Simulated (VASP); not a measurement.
# F (Fm-3m) in VASP: notebook, part 2 of 2

VASP 6.6.1. The steps go on from the part before.

### 7 Single point, LDA (volume scaled by 0.85)

The input, INCAR:

```
SYSTEM = F
ALGO = Normal
EDIFF = 1E-6
ENCUT = 520
ISIF = 2
ISMEAR = -1
LASPH = .TRUE.
LCHARG = .TRUE.
LELF = .TRUE.
LREAL = .FALSE.
LVHAR = .TRUE.
LWAVE = .FALSE.
NBANDS = 10
NELM = 60
PREC = Accurate
SIGMA = 0.05
```

The input, KPOINTS:

```
k-points
0
G
  17 17 17
  0 0 0
```

The input, POSCAR:

```
F
1.0
    0.0000000000      1.5282622842      1.5282622842
    1.5282622842      0.0000000000      1.5282622842
    1.5282622842      1.5282622842      0.0000000000
F
1
Direct
    0.0000000000      0.0000000000      0.0000000000
```

Potentials or basis: VASP PAW LDA potentials, release 64 (F).

Command:

```console
$ cat potpaw_LDA.64/F/POTCAR > POTCAR
$ mpirun -np 1 vasp_std > vasp.out
```

OUTCAR:

```text
SYSTEM = F
   EDIFF = 1E-6
   ENCUT = 520
   ISIF = 2
   ISMEAR = -1
   LASPH = .TRUE.
   LREAL = .FALSE.
   NELM = 60
   PREC = Accurate

 ion  position               nearest neighbor table
   1  0.000  0.000  0.000-

  LATTYP: Found a face centered cubic cell.
 ALAT       =     3.0565245684

  Lattice vectors:

 A1 = (   0.0000000000,   1.5282622842,   1.5282622842)
 A2 = (   1.5282622842,   0.0000000000,   1.5282622842)
 A3 = (   1.5282622842,   1.5282622842,   0.0000000000)

Analysis of symmetry for initial positions (statically):
=====================================================================
 Subroutine PRICEL returns:
 Original cell was already a primitive cell.

 Routine SETGRP: Setting up the symmetry group for a
 face centered cubic supercell.

 Subroutine GETGRP returns: Found 48 space group operations
 (whereof 48 operations were pure point group operations)
 out of a pool of 48 trial point group operations.

The static configuration has the point symmetry O_h .

Analysis of symmetry for dynamics (positions and initial velocities):
=====================================================================
 Subroutine PRICEL returns:
 Original cell was already a primitive cell.

 Routine SETGRP: Setting up the symmetry group for a
 face centered cubic supercell.

 Subroutine GETGRP returns: Found 48 space group operations
 (whereof 48 operations were pure point group operations)
 out of a pool of 48 trial point group operations.

The dynamic configuration has the point symmetry O_h .

 Subroutine INISYM returns: Found 48 space group operations
 (whereof 48 operations are pure point group operations),
 and found     1 'primitive' translations

----------------------------------------------------------------------------------------

                                     Primitive cell

  volume of cell :       7.1388

  direct lattice vectors                    reciprocal lattice vectors
     0.000000000  1.528262284  1.528262284    -0.327168972  0.327168972  0.327168972
     1.528262284  0.000000000  1.528262284     0.327168972 -0.327168972  0.327168972
     1.528262284  1.528262284  0.000000000     0.327168972  0.327168972 -0.327168972

  length of vectors
     2.161289249  2.161289249  2.161289249     0.566673282  0.566673282  0.566673282

  position of ions in fractional coordinates (direct lattice)
     0.000000000  0.000000000  0.000000000

  ion indices of the primitive-cell ions
   primitive index   ion index
                 1           1

----------------------------------------------------------------------------------------

 KPOINTS: k-points

Automatic generation of k-mesh.
 Grid dimensions read from file:
 generate k-points for:   17   17   17

 Generating k-lattice:

  Cartesian coordinates                     Fractional coordinates (reciprocal lattice)
    -0.019245234  0.019245234  0.019245234     0.058823529  0.000000000  0.000000000
     0.019245234 -0.019245234  0.019245234     0.000000000  0.058823529  0.000000000
     0.019245234  0.019245234 -0.019245234     0.000000000  0.000000000  0.058823529

  Length of vectors
     0.033333722  0.033333722  0.033333722

  Shift w.r.t. Gamma in fractional coordinates (k-lattice)
     0.000000000  0.000000000  0.000000000

 Subroutine IBZKPT returns following result:
 ===========================================

 Found    165 irreducible k-points:

 Following reciprocal coordinates:
            Coordinates               Weight
  0.000000  0.000000  0.000000      1.000000
  0.058824  0.000000  0.000000      8.000000
  0.117647  0.000000  0.000000      8.000000
  0.176471  0.000000  0.000000      8.000000
  0.235294  0.000000  0.000000      8.000000
  0.294118  0.000000  0.000000      8.000000
[... 16 lines left out ...]
 -0.176471  0.058824  0.000000     24.000000
 -0.117647  0.058824  0.000000     24.000000
 [... further k-points ...]
   k-points           NKPTS =    165   k-points in BZ     NKDIM =    165   number of bands    NBANDS=     10
   number of dos      NEDOS =    301   number of ions     NIONS =      1
   total plane-waves  NPLWV =   4096
   dimension x,y,z NGX =    16 NGY =   16 NGZ =   16
   dimension x,y,z NGXF=    32 NGYF=   32 NGZF=   32
   ions per type =               1
   NGX,Y,Z   is equivalent  to a cutoff of  12.31, 12.31, 12.31 a.u.
   NGXF,Y,Z  is equivalent  to a cutoff of  24.61, 24.61, 24.61 a.u.
 SYSTEM =  F
   PREC   = accura    normal or accurate (medium, high low for compatibility)
   ISTART =      0    job   : 0-new  1-cont  2-samecut
   ICHARG =      2    charge: 1-file 2-atom 10-const
   ISPIN  =      1    spin polarized calculation?
   LNONCOLLINEAR =      F non collinear calculations
   LSORBIT =      F    spin-orbit coupling
   LASPH  =      T    aspherical Exc in radial PAW
   ENCUT  =  520.0 eV  38.22 Ry    6.18 a.u.   4.02  4.02  4.02*2*pi/ulx,y,z
   NELM   =     60;   NELMIN=  2; NELMDL= -5     # of ELM steps
   EDIFF  = 0.1E-05   stopping-criterion for ELM
   LREAL  =      F    real-space projection
   EDIFFG = 0.1E-04   stopping-criterion for IOM
   NSW    =      0    number of steps for IOM
   IBRION =     -1    ionic relax: 0-MD 1-quasi-New 2-CG
   NFREE  =      0    steps in history (QN), initial steepest desc. (CG)
   ISIF   =      2    stress and relaxation
   ISYM   =      2    0-nonsym 1-usesym 2-fastsym
   POTIM  = 0.5000    time-step for ionic-motion
   TEBEG  =    0.0;   TEEND  =   0.0 temperature during run
   PSTRESS=    0.0 pullay stress
   NELECT =       7.0000    total number of electrons
   NUPDOWN=      -1.0000    fix difference up-down
   EMIN   =  10.00;   EMAX   =-10.00  energy-range for DOS
   EFERMI =   0.00;   METHOD = LEGACY
   ISMEAR =    -1;   SIGMA  =   0.05  broadening in eV -4-tet -1-fermi 0-gaus
   EFERMI_NEDOS =   21; number of points for ismear=-14 and -15
   IALGO  =     38    algorithm
   IMIX   =      4    mixing-type and parameters
     AMIX     =   0.40;   BMIX     =  1.00
     AMIX_MAG =   1.60;   BMIX_MAG =  1.00
  volume/ion in A,a.u.               =       7.14        48.17
  Fermi-wavevector in a.u.,A,eV,Ry     =   1.626421  3.073490 35.990743  2.645245
  Thomas-Fermi vector in A             =   2.719383
   LORBIT       =      0    0 simple, 1 ext, 2 COOP (PROOUT), +10 PAW based schemes
   GGA     = CA    functional components
   LHFCALC =     F    Hartree Fock is set to
   AEXX    =    0.0000 exact exchange contribution
   IVDW    =     0    specifies the selected vdW correction
   LEPSILON=     F    determine dielectric tensor
   LRPA    =     F    only Hartree local field effects (RPA)
 non-spin polarized calculation
  energy-cutoff  :      520.00
  volume of cell :        7.14
 maximum number of plane-waves:       202
   NGX =  9   NGY =  9   NGZ =  9

 number of electron       7.0000000 magnetization

 Free energy of the ion-electron system (eV)
  ---------------------------------------------------
  ext. energy  EPLUGINS =         0.00000000
  ---------------------------------------------------
  free energy    TOTEN  =        -1.21236140 eV

  energy without entropy =       -1.19936348  energy(sigma->0) =       -1.20586244

 E-fermi :  -0.0516     XC(G=0): -13.1301

 val. band max:       -0.0536308984   @ k =   0.4706   0.1176   0.0000
 cond. band min:      -0.0491111373   @ k =  -0.2941   0.2353   0.0588
 fundamental gap:      0.0045197611
 Fermi energy:        -0.0515606033

 k-point     1 :       0.0000    0.0000    0.0000
  band No.  band energies     occupation
      1     -24.2262      2.00000
      2       0.8849      0.00000
      3       0.8849      0.00000
      4       0.8849      0.00000
      5      17.3365      0.00000
      6      39.1846      0.00000
      7      39.1846      0.00000
      8      39.1846      0.00000
      9      43.8707      0.00000
     10      52.2551      0.00000

 k-point     2 :       0.0588    0.0000    0.0000
  band No.  band energies     occupation
      1     -24.1351      2.00000
      2       0.6131      0.00000
      3       0.8599      0.00000
      4       0.8599      0.00000
      5      17.5592      0.00000
      6      37.5466      0.00000
      7      39.2910      0.00000
      8      39.2910      0.00000
      9      45.5765      0.00000
     10      49.7836      0.00000
[... 274 lines left out ...]
 k-point    24 :      -0.1176    0.0588    0.0000
  band No.  band energies     occupation
      1     -23.6634      2.00000
      2      -0.5877      1.99996
      3       0.5443      0.00001
      4       0.8198      0.00000
      5      18.6057      0.00000
      6      33.8278      0.00000
      7      38.6537      0.00000
      8      40.0670      0.00000
      9      45.2913      0.00000
     10      47.0592      0.00000

 [... further k-points ...]
[... 5 lines left out ...]
  --------------------------------------------------------------------------------------
  -------------------------------------------------------------------------------------
  Total        1.0814117      1.0814117      1.0814117     -0.0000000      0.0000000     -0.0000000
  in kB      242.7045833    242.7045833    242.7045833     -0.0000000      0.0000000     -0.0000000
  external PRESSURE =     242.7045833 kB  Pullay stress =       0.0000000 kB

 VOLUME and BASIS-vectors are now :
 -----------------------------------------------------------------------------
  energy-cutoff  :      520.00
  volume of cell :        7.14
      direct lattice vectors                 reciprocal lattice vectors
     0.000000000  1.528262284  1.528262284    -0.327168972  0.327168972  0.327168972
     1.528262284  0.000000000  1.528262284     0.327168972 -0.327168972  0.327168972
     1.528262284  1.528262284  0.000000000     0.327168972  0.327168972 -0.327168972

 POSITION                                       TOTAL-FORCE (eV/Angst)
 -----------------------------------------------------------------------------------
      0.00000      0.00000      0.00000         0.000000      0.000000     -0.000000
 -----------------------------------------------------------------------------------
    total drift:                                0.000000      0.000000     -0.000000

  FREE ENERGIE OF THE ION-ELECTRON SYSTEM (eV)
  ---------------------------------------------------
  free  energy   TOTEN  =        -1.2123614031 eV

  energy  without entropy=       -1.1993634753  energy(sigma->0) =       -1.20586244
```

OSZICAR:

```text
N       E                     dE             d eps       ncg     rms          rms(c)
DAV:   1     0.137513823048E+02    0.13751E+02   -0.40768E+03  3626   0.640E+02
DAV:   2    -0.109276610416E+01   -0.14844E+02   -0.14417E+02  3726   0.125E+02
DAV:   3    -0.121316082831E+01   -0.12039E+00   -0.11453E+00  3838   0.871E+00
DAV:   4    -0.121323286528E+01   -0.72037E-04   -0.72036E-04  3608   0.277E-01
DAV:   5    -0.121323292454E+01   -0.59256E-07   -0.59251E-07  3756   0.723E-03    0.330E-01
DAV:   6    -0.121232142221E+01    0.91150E-03   -0.30190E-03  3584   0.437E-01    0.142E-01
DAV:   7    -0.121234101989E+01   -0.19598E-04   -0.44113E-04  3608   0.171E-01    0.509E-02
DAV:   8    -0.121236135959E+01   -0.20340E-04   -0.67751E-06  3654   0.227E-02    0.193E-03
DAV:   9    -0.121236140314E+01   -0.43556E-07   -0.31670E-08  2038   0.183E-03
   1 F= -.12123614E+01 E0= -.12058624E+01  d E =-.129979E-01
```

It took 2.2 s on 1 thread of Intel Xeon 6975P-C (Granite Rapids), shared host; peak memory 0.11 GiB.

Results:

```yaml
Free_energy: -1.2124 eV
Pressure: 24.3 GPa
```

Caveat: an odd number of electrons without spin polarisation forces a metal; a magnetic or distorted state may lie lower.

### 8 The runs side by side

```csv
cell,gap on the mesh (eV),pressure (GPa)
"a = 1.869 Å, angles 60.0°, 1 atom",none,266.9
"a = 1.976 Å, angles 60.0°, 1 atom",none,129.2
"a = 2.073 Å, angles 60.0°, 1 atom",none,60.2
"a = 2.161 Å, angles 60.0°, 1 atom",none,24.3
```

Alike in all rows: task single point; level LDA; potentials or basis VASP PAW LDA potentials, release 64 (F); no spin polarisation; k mesh 17 × 17 × 17; cutoff (eV) 520; smearing fermi-dirac 0.05 eV.

Caveats: an odd number of electrons without spin polarisation forces a metal; a magnetic or distorted state may lie lower.

Absolute energies hang on the potentials; compare differences alone.
